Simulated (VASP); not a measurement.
# InGa5P6 (Pmmm) in VASP: single point with PBE

Aim: the single point of InGa5P6 with PBE.

All numbers are computed with VASP 6.6.1; they aren't measurements. Logs are shortened: lines on timing, memory, paths and dates and some standing lists are left out, and cuts for length are marked.

### 1 The cell of the first run

Symmetry: Pmmm, No. 47, orthorhombic system. Conventional cell: a = 3.671 Å, b = 5.266 Å, c = 11.099 Å, α = 90.00°, β = 90.00°, γ = 90.00°. Within 3.5 Å of In (site symmetry mmm) lie 6 P at 2.63 to 2.73 Å. Within 3.4 Å of Ga (site symmetry mm2) lie 6 P at 2.60 to 2.64 Å. Within 3.3 Å of Ga (site symmetry mm2) lie 6 P at 2.52 to 2.63 Å. Within 3.4 Å of Ga (site symmetry mmm) lie 6 P at 2.58 to 2.63 Å. Within 3.3 Å of P (site symmetry mm2) lie 4 Ga at 2.52 to 2.64 Å and 2 In at 2.73 Å. Within 3.7 Å of P (site symmetry mmm) lie 6 Ga at 2.57 to 2.63 Å and 12 P at 3.52 to 3.69 Å. Within 3.4 Å of P (site symmetry mm2) lie 6 Ga at 2.58 to 2.63 Å. Within 3.5 Å of P (site symmetry mmm) lie 2 In at 2.63 Å and 4 Ga at 2.63 Å.

### 2 Single point, PBE

Input file INCAR:

```
  ALGO = Normal
  EDIFF = 1E-7
  ENCUT = 520
  GGA = PE
  ISIF = 2
  ISMEAR = 0
  LASPH = T
  LCHARG = T
  LELF = T
  LREAL = F
  LVHAR = T
  LWAVE = F
  NBANDS = 66
  NELM = 100
  PREC = Accurate
  SIGMA = 0.1
```

Input file KPOINTS:

```
k-points
0
Gamma
  10 8 4
```

Input file POSCAR:

```
InGa5P6
1.0
    3.6709591161      0.0000000000      0.0000000000
    0.0000000000      5.2655706614      0.0000000000
    0.0000000000      0.0000000000     11.0987464765
In Ga P
1 5 6
Direct
    0.5000000000      0.5000000000      0.0000000000
    0.0000000000      0.0000000000      0.8297748087
    0.0000000000      0.0000000000      0.1702251913
    0.5000000000      0.5000000000      0.3379274287
    0.0000000000      0.0000000000      0.5000000000
    0.5000000000      0.5000000000      0.6620725713
    0.0000000000      0.5000000000      0.1826361721
    0.0000000000      0.5000000000      0.5000000000
    0.5000000000      0.0000000000      0.6633689354
    0.0000000000      0.5000000000      0.8173638279
    0.5000000000      0.0000000000      0.0000000000
    0.5000000000      0.0000000000      0.3366310646
```

Potentials or basis: VASP PAW PBE potentials, release 64 (In_d, Ga_d, P).

On the command line:

```bash
> cat potpaw_PBE.64/In_d/POTCAR potpaw_PBE.64/Ga_d/POTCAR potpaw_PBE.64/P/POTCAR > POTCAR
> mpirun -np 1 vasp_std > vasp.out
```

OUTCAR:

```text
EDIFF = 1E-7
   ENCUT = 520
   GGA = PE
   ISIF = 2
   ISMEAR = 0
   LASPH = T
   LREAL = F
   NELM = 100
   PREC = Accurate

 ion  position               nearest neighbor table
   1  0.500  0.500  0.000-  11 2.63  11 2.63   7 2.73  10 2.73   7 2.73  10 2.73
   2  0.000  0.000  0.830-   9 2.60   9 2.60  11 2.63  11 2.63  10 2.64  10 2.64
   3  0.000  0.000  0.170-  12 2.60  12 2.60  11 2.63  11 2.63   7 2.64   7 2.64
   4  0.500  0.500  0.338-   7 2.52   7 2.52   8 2.57   8 2.57  12 2.63  12 2.63
   5  0.000  0.000  0.500-   9 2.58  12 2.58   9 2.58  12 2.58   8 2.63   8 2.63
   6  0.500  0.500  0.662-  10 2.52  10 2.52   8 2.57   8 2.57   9 2.63   9 2.63
   7  0.000  0.500  0.183-   4 2.52   4 2.52   3 2.64   3 2.64   1 2.73   1 2.73
   8  0.000  0.500  0.500-   4 2.57   6 2.57   4 2.57   6 2.57   5 2.63   5 2.63
   9  0.500  0.000  0.663-   5 2.58   5 2.58   2 2.60   2 2.60   6 2.63   6 2.63
  10  0.000  0.500  0.817-   6 2.52   6 2.52   2 2.64   2 2.64   1 2.73   1 2.73
  11  0.500  0.000  0.000-   1 2.63   1 2.63   3 2.63   2 2.63   2 2.63   3 2.63
  12  0.500  0.000  0.337-   5 2.58   5 2.58   3 2.60   3 2.60   4 2.63   4 2.63

  LATTYP: Found a simple orthorhombic cell.
 ALAT       =     3.6709591161
 B/A-ratio  =     1.4343855365
 C/A-ratio  =     3.0233914695

  Lattice vectors:

 A1 = (   3.6709591161,   0.0000000000,   0.0000000000)
 A2 = (   0.0000000000,   5.2655706614,   0.0000000000)
 A3 = (   0.0000000000,   0.0000000000,  11.0987464765)

Analysis of symmetry for initial positions (statically):
=====================================================================
 Subroutine PRICEL returns:
 Original cell was already a primitive cell.

 Routine SETGRP: Setting up the symmetry group for a
 simple orthorhombic supercell.

 Subroutine GETGRP returns: Found  8 space group operations
 (whereof  8 operations were pure point group operations)
 out of a pool of  8 trial point group operations.

The static configuration has the point symmetry D_2h.

Analysis of symmetry for dynamics (positions and initial velocities):
=====================================================================
 Subroutine PRICEL returns:
 Original cell was already a primitive cell.

 Routine SETGRP: Setting up the symmetry group for a
 simple orthorhombic supercell.

 Subroutine GETGRP returns: Found  8 space group operations
 (whereof  8 operations were pure point group operations)
 out of a pool of  8 trial point group operations.

The dynamic configuration has the point symmetry D_2h.

 Subroutine INISYM returns: Found  8 space group operations
 (whereof  8 operations are pure point group operations),
 and found     1 'primitive' translations

----------------------------------------------------------------------------------------

                                     Primitive cell

  volume of cell :     214.5354

  direct lattice vectors                    reciprocal lattice vectors
     3.670959116  0.000000000  0.000000000     0.272408373  0.000000000  0.000000000
     0.000000000  5.265570661  0.000000000     0.000000000  0.189912939  0.000000000
     0.000000000  0.000000000 11.098746477     0.000000000  0.000000000  0.090100265

  length of vectors
     3.670959116  5.265570661 11.098746477     0.272408373  0.189912939  0.090100265

  position of ions in fractional coordinates (direct lattice)
     0.500000000  0.500000000  0.000000000
     0.000000000  0.000000000  0.829774809
     0.000000000  0.000000000  0.170225191
     0.500000000  0.500000000  0.337927429
     0.000000000  0.000000000  0.500000000
     0.500000000  0.500000000  0.662072571
     0.000000000  0.500000000  0.182636172
     0.000000000  0.500000000  0.500000000
     0.500000000  0.000000000  0.663368935
     0.000000000  0.500000000  0.817363828
     0.500000000  0.000000000  0.000000000
     0.500000000  0.000000000  0.336631065

  ion indices of the primitive-cell ions
   primitive index   ion index
                 1           1
                 2           2
                 3           3
                 4           4
                 5           5
                 6           6
                 7           7
                 8           8
                 9           9
                10          10
                11          11
                12          12

----------------------------------------------------------------------------------------

 KPOINTS: k-points

Automatic generation of k-mesh.
 Grid dimensions read from file:
 generate k-points for:   10    8    4

 Generating k-lattice:

  Cartesian coordinates                     Fractional coordinates (reciprocal lattice)
     0.027240837  0.000000000  0.000000000     0.100000000  0.000000000  0.000000000
     0.000000000  0.023739117  0.000000000     0.000000000  0.125000000  0.000000000
     0.000000000  0.000000000  0.022525066     0.000000000  0.000000000  0.250000000

  Length of vectors
     0.027240837  0.023739117  0.022525066

  Shift w.r.t. Gamma in fractional coordinates (k-lattice)
     0.000000000  0.000000000  0.000000000

 Subroutine IBZKPT returns following result:
 ===========================================

 Found     90 irreducible k-points:

 Following reciprocal coordinates:
            Coordinates               Weight
  0.000000  0.000000  0.000000      1.000000
  0.100000  0.000000  0.000000      2.000000
  0.200000  0.000000  0.000000      2.000000
  0.300000  0.000000  0.000000      2.000000
  0.400000  0.000000  0.000000      2.000000
  0.500000  0.000000  0.000000      1.000000
[... 16 lines left out ...]
  0.400000  0.375000  0.000000      4.000000
  0.500000  0.375000  0.000000      2.000000
 [... further k-points ...]
   k-points           NKPTS =     90   k-points in BZ     NKDIM =     90   number of bands    NBANDS=     66
   number of dos      NEDOS =    301   number of ions     NIONS =     12
   total plane-waves  NPLWV =  94080
   dimension x,y,z NGX =    28 NGY =   40 NGZ =   84
   dimension x,y,z NGXF=    56 NGYF=   80 NGZF=  168
   ions per type =               1   5   6
   NGX,Y,Z   is equivalent  to a cutoff of  12.68, 12.63, 12.58 a.u.
   NGXF,Y,Z  is equivalent  to a cutoff of  25.36, 25.26, 25.16 a.u.
 SYSTEM =  unknown system
   PREC   = accura    normal or accurate (medium, high low for compatibility)
   ISTART =      0    job   : 0-new  1-cont  2-samecut
   ICHARG =      2    charge: 1-file 2-atom 10-const
   ISPIN  =      1    spin polarized calculation?
   LNONCOLLINEAR =      F non collinear calculations
   LSORBIT =      F    spin-orbit coupling
   LASPH  =      T    aspherical Exc in radial PAW
   ENCUT  =  520.0 eV  38.22 Ry    6.18 a.u.   6.83  9.79 20.64*2*pi/ulx,y,z
   NELM   =    100;   NELMIN=  2; NELMDL= -5     # of ELM steps
   EDIFF  = 0.1E-06   stopping-criterion for ELM
   LREAL  =      F    real-space projection
   EDIFFG = 0.1E-05   stopping-criterion for IOM
   NSW    =      0    number of steps for IOM
   IBRION =     -1    ionic relax: 0-MD 1-quasi-New 2-CG
   NFREE  =      0    steps in history (QN), initial steepest desc. (CG)
   ISIF   =      2    stress and relaxation
   ISYM   =      2    0-nonsym 1-usesym 2-fastsym
   POTIM  = 0.5000    time-step for ionic-motion
   TEBEG  =    0.0;   TEEND  =   0.0 temperature during run
   PSTRESS=    0.0 pullay stress
   NELECT =     108.0000    total number of electrons
   NUPDOWN=      -1.0000    fix difference up-down
   EMIN   =  10.00;   EMAX   =-10.00  energy-range for DOS
   EFERMI =   0.00;   METHOD = LEGACY
   ISMEAR =     0;   SIGMA  =   0.10  broadening in eV -4-tet -1-fermi 0-gaus
   EFERMI_NEDOS =   21; number of points for ismear=-14 and -15
   IALGO  =     38    algorithm
   IMIX   =      4    mixing-type and parameters
     AMIX     =   0.40;   BMIX     =  1.00
     AMIX_MAG =   1.60;   BMIX_MAG =  1.00
  volume/ion in A,a.u.               =      17.88       120.65
  Fermi-wavevector in a.u.,A,eV,Ry     =   1.302316  2.461021 23.075855  1.696027
  Thomas-Fermi vector in A             =   2.433392
   LORBIT       =      0    0 simple, 1 ext, 2 COOP (PROOUT), +10 PAW based schemes
   GGA     = PE    functional components
   LHFCALC =     F    Hartree Fock is set to
   AEXX    =    0.0000 exact exchange contribution
   IVDW    =     0    specifies the selected vdW correction
   LEPSILON=     F    determine dielectric tensor
   LRPA    =     F    only Hartree local field effects (RPA)
 non-spin polarized calculation
 Gauss-broadening in eV      SIGMA  =   0.10
  energy-cutoff  :      520.00
  volume of cell :      214.54
 maximum number of plane-waves:      5808
 NGX is ok and might be reduce to    28
   NGX = 13   NGY = 19   NGZ = 41

 number of electron     107.9999970 magnetization

 Free energy of the ion-electron system (eV)
  ---------------------------------------------------
  ext. energy  EPLUGINS =         0.00000000
  ---------------------------------------------------
  free energy    TOTEN  =       -49.30051818 eV

  energy without entropy =      -49.26670585  energy(sigma->0) =      -49.28361201

 E-fermi :   6.5251     XC(G=0): -10.8485

 val. band max:        6.5211504483   @ k =   0.4000   0.3750   0.0000
 cond. band min:       6.5259301246   @ k =   0.5000   0.2500   0.5000
 fundamental gap:      0.0047796762
 Fermi energy:         6.5250532229

 k-point     1 :       0.0000    0.0000    0.0000
  band No.  band energies     occupation
      1      -8.3119      2.00000
      2      -8.2329      2.00000
      3      -8.2123      2.00000
      4      -8.1529      2.00000
      5      -8.1410      2.00000
      6      -8.1334      2.00000
[... 58 lines left out ...]
     65      11.0268      0.00000
     66      12.5355      0.00000

 k-point     2 :       0.1000    0.0000    0.0000
  band No.  band energies     occupation
      1      -8.3014      2.00000
      2      -8.2345      2.00000
      3      -8.2196      2.00000
      4      -8.1674      2.00000
      5      -8.1538      2.00000
      6      -8.1321      2.00000
[... 58 lines left out ...]
     65      11.7901      0.00000
     66      12.1465      0.00000

 k-point     3 :       0.2000    0.0000    0.0000
  band No.  band energies     occupation
      1      -8.2733      2.00000
      2      -8.2423      2.00000
      3      -8.2408      2.00000
      4      -8.2025      2.00000
      5      -8.1857      2.00000
      6      -8.1337      2.00000
[... 1438 lines left out ...]
     65      10.9751      0.00000
     66      11.3222      0.00000

 k-point    24 :       0.5000    0.3750    0.0000
  band No.  band energies     occupation
      1      -8.2666      2.00000
      2      -8.2320      2.00000
      3      -8.2295      2.00000
      4      -8.2243      2.00000
      5      -8.1575      2.00000
      6      -8.1457      2.00000
[... 58 lines left out ...]
     65      11.4470      0.00000
     66      11.4926      0.00000

 [... further k-points ...]

------------------------ aborting loop because EDIFF is reached ----------------------------------------

  FORCE on cell =-STRESS in cart. coord.  units (eV):
  Direction    XX          YY          ZZ          XY          YZ          ZX
  --------------------------------------------------------------------------------------
  -------------------------------------------------------------------------------------
  Total        0.0722891      0.0598246      0.0722426      0.0000000      0.0000000      0.0000000
  in kB        0.5398644      0.4467777      0.5395166      0.0000000      0.0000000      0.0000000
  external PRESSURE =       0.5087196 kB  Pullay stress =       0.0000000 kB

 VOLUME and BASIS-vectors are now :
 -----------------------------------------------------------------------------
  energy-cutoff  :      520.00
  volume of cell :      214.54
      direct lattice vectors                 reciprocal lattice vectors
     3.670959116  0.000000000  0.000000000     0.272408373  0.000000000  0.000000000
     0.000000000  5.265570661  0.000000000     0.000000000  0.189912939  0.000000000
     0.000000000  0.000000000 11.098746477     0.000000000  0.000000000  0.090100265

 POSITION                                       TOTAL-FORCE (eV/Angst)
 -----------------------------------------------------------------------------------
      1.83548      2.63279      0.00000         0.000000      0.000000      0.000000
      0.00000      0.00000      9.20946         0.000000      0.000000      0.000494
      0.00000      0.00000      1.88929         0.000000      0.000000     -0.000494
      1.83548      2.63279      3.75057         0.000000      0.000000      0.000575
      0.00000      0.00000      5.54937         0.000000      0.000000      0.000000
      1.83548      2.63279      7.34818         0.000000      0.000000     -0.000575
      0.00000      2.63279      2.02703        -0.000000      0.000000     -0.004165
      0.00000      2.63279      5.54937         0.000000      0.000000      0.000000
      1.83548      0.00000      7.36256         0.000000     -0.000000      0.000142
      0.00000      2.63279      9.07171         0.000000     -0.000000      0.004165
      1.83548      0.00000      0.00000         0.000000      0.000000      0.000000
      1.83548      0.00000      3.73618         0.000000     -0.000000     -0.000142
 -----------------------------------------------------------------------------------
    total drift:                                0.000000      0.000000      0.000000

  FREE ENERGIE OF THE ION-ELECTRON SYSTEM (eV)
  ---------------------------------------------------
  free  energy   TOTEN  =       -49.3005181767 eV

  energy  without entropy=      -49.2667058485  energy(sigma->0) =      -49.28361201
```

It took 14 min on 1 thread of AMD EPYC 9R45 (Zen 5), shared host; peak memory 0.94 GiB.

What came out:

```
Free energy            : -49.3005 eV
Pressure               : 0.1 GPa
Largest force          : 0.004 eV/Å
Band gap on the k mesh : zero (bands 54 and 55 overlap by 2.37 eV)
```

Forces on the atoms (eV/Å):
```
In   0.000  0.000  0.000
Ga   0.000  0.000  0.000
Ga   0.000  0.000  0.000
Ga   0.000  0.000  0.001
Ga   0.000  0.000  0.000
Ga   0.000  0.000 -0.001
P    0.000  0.000 -0.004
P    0.000  0.000  0.000
P    0.000  0.000  0.000
P    0.000  0.000  0.004
P    0.000  0.000  0.000
P    0.000  0.000  0.000
```

Caveat: spin-orbit coupling is left out, which moves the levels of the heavy elements.
